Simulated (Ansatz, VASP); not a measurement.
**Al in VASP and in Ansatz**

```
CELL_PARAMETERS angstrom
0.00000 -3.23502 0.00000
-3.23502 0.00000 0.00000
0.00000 0.00000 -3.23502
ATOMIC_POSITIONS crystal
Al 0.49991 0.49990 0.50004
Al 0.00009 0.00010 0.99996
```

Alike in both runs: functional PBE; k mesh 10 × 10 × 10; occupations gaussian, width 0.15 eV; no spin polarisation.

Ansatz relaxed the structure, and its values are those at the end. VASP's run is a single point on that final structure, the one shown.

|  | VASP | Ansatz |
| --- | --- | --- |
| version | VASP 6.6.1 | Ansatz 0.2.0 |
| potentials or method | VASP PAW PBE potentials, release 64 (Al), cutoff 520 eV | scalar-relativistic, plane waves, PAW |
| valence electrons in the cell | 6 | 6 |

Ansatz gave:

* gap on the k mesh at the Fermi level (eV): none
* pressure (GPa): 0.4

Q: Estimate VASP's values.

A: gap on the k mesh at the Fermi level (eV): none; pressure (GPa): 0.3.

A gap of «none» marks a metal or a gap that the smearing closes. Ansatz's warnings: stress scf threshold loose.
